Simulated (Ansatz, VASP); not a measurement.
**Two plane-wave programs on MoH2**

```
CELL_PARAMETERS angstrom
2.83034 0.00000 0.00000
-1.41517 2.45115 0.00000
0.00000 0.00000 2.98403
ATOMIC_POSITIONS crystal
H 0.33333 0.66667 0.50000
H 0.66667 0.33333 0.50000
Mo 0.00000 0.00000 0.00000
```

Change from the starting cell: species swapped into the ScB2 type (P6/mmm, No. 191).

Alike in both runs: task relaxation of cell and atoms; functional PBE; k mesh 18 × 18 × 16; occupations gaussian, width 0.1 eV; no spin polarisation.

|  | VASP | Ansatz |
| --- | --- | --- |
| version | VASP 6.6.1 | Ansatz 0.2.0 |
| potentials or method | VASP PAW PBE potentials, release 64 (H, Mo_sv), cutoff 600 eV | scalar-relativistic, plane waves, PAW |
| valence electrons in the cell | 16 | 16 |

```tsv
	VASP	Ansatz	Ansatz less VASP
gap on the k mesh at the Fermi level, each at its own relaxed structure (eV)	none	none	-
relaxed volume (Å³/atom)	6.89	6.89	-0.004
relaxed cell length with the largest relative difference (Å)	2.826	2.825	-0.0010
```

A gap of «none» marks a metal or a gap that the smearing closes.
